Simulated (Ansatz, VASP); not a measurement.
One calculation of Cr, two programs

The input POSCAR:

```
Cr
1.0
    0.0000000000      1.7892703198      1.7892703198
    1.7892703198      0.0000000000      1.7892703198
    1.7892703198      1.7892703198      0.0000000000
Cr
1
Direct
    0.0000000000      0.0000000000      0.0000000000
```

File INCAR.step1:

```
SYSTEM = Cr
ALGO = Normal
EDIFF = 1E-4
ENCUT = 520
GGA = PE
ISMEAR = 0
ISPIN = 2
LASPH = .True.
LCHARG = .False.
LMAXMIX = 4
LREAL = .False.
LWAVE = .True.
MAGMOM = 0.05
NBANDS = 16
NELM = 150
PREC = Accurate
SIGMA = 0.05
```

The input INCAR.step2:

```
SYSTEM = Cr
ALGO = Normal
EDIFF = 1E-7
ENCUT = 520
ISIF = 2
ISMEAR = 0
ISPIN = 2
ISTART = 1
LASPH = .True.
LCHARG = .False.
LMAXMIX = 4
LMIXTAU = .True.
LORBIT = 11
LREAL = .False.
LWAVE = .False.
MAGMOM = 0.05
METAGGA = R2SCAN
NBANDS = 16
NELM = 150
PREC = Accurate
SIGMA = 0.05
```

KPOINTS

```
k-points
0
Gamma
  20 20 20
  0 0 0
```

Input for Ansatz:

```yaml
crystal:
  lattice:
    - [0.0, 1.7892703198, 1.7892703198]
    - [1.7892703198, 0.0, 1.7892703198]
    - [1.7892703198, 1.7892703198, 0.0]
  atoms:
    - { symbol: Cr, position: [0.0, 0.0, 0.0], spin: 0.05 }
basis:
  ecutwfc: 500
  ecutrho_ratio: 4
kpoints:
  mp_grid: { grid: [20, 20, 20] }
hamiltonian:
  xc: r2scan
scf:
  occupations: { method: gaussian, width: 0.05 }
output:
  forces: true
  stress: true
  eigenvalues: true
  populations: true
magnetization:
  spin_polarized: true
```

Alike in both runs: task single point; functional r2SCAN; k mesh 20 × 20 × 20; occupations gaussian, width 0.05 eV; collinear spin.

|  | VASP | Ansatz |
| --- | --- | --- |
| version | VASP 6.6.1 | Ansatz 0.2.0 |
| potentials or method | VASP PAW PBE potentials, release 64 (Cr_pv), cutoff 520 eV | scalar-relativistic, plane waves, PAW |
| valence electrons in the cell | 12 | 14 |

|  | VASP | Ansatz | Ansatz less VASP |
| --- | --- | --- | --- |
| gap on the k mesh at the Fermi level (eV) | none | none | - |
| pressure (GPa) | 4.7 | 4.0 | -0.75 |
| net moment per atom (μB) | 0.00 | 0.00 | 0.000 |

VASP's potentials were made for PBE, not for r2SCAN. A gap of «none» marks a metal or a gap that the smearing closes. VASP's potentials hold 12 valence electrons a cell and Ansatz's 14, so a difference there can come from the potentials and not from the codes. Ansatz's warnings: seeded moment not kept, stability check not made.
